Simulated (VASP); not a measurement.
Input of a VASP 6.6.1 run:

The input INCAR:

```
ALGO = Normal ; EDIFF = 1E-6
ENCUT = 520 ; GGA = PE
ISIF = 2 ; ISMEAR = 0
LASPH = T ; LCHARG = F
LREAL = F ; LWAVE = F
NBANDS = 11 ; NELM = 100
PREC = Accurate ; SIGMA = 0.05
```

KPOINTS

```
k-points
0
Gamma
  8 8 8
```

File POSCAR:

```
MgS
1.0
    0.6341642620      2.9542774158      2.9542774158
    2.9542774158      0.6341642620      2.9542774158
    2.9542774158      2.9542774158      0.6341642620
Mg S
1 1
Direct
    0.0000000000      0.0000000000      0.0000000000
    0.5000000000      0.5000000000      0.5000000000
```

Potentials or basis: VASP PAW PBE potentials, release 64 (Mg, S).

Run with:

```sh
$ cat potpaw_PBE.64/Mg/POTCAR potpaw_PBE.64/S/POTCAR > POTCAR
$ mpirun -np 1 vasp_std > vasp.out
```

**Question.** Predict the pressure.

**Answer.** 2.1 GPa.

**Question.** Predict the band gap on the k mesh.

**Answer.** Zero (band 4 reaches 5.54 eV, above the bottom of band 5 at 5.42 eV).

Stress tensor (GPa, compression positive):
```
  2.14 -16.26 -16.26
-16.26   2.14 -16.26
-16.26 -16.26   2.14
```
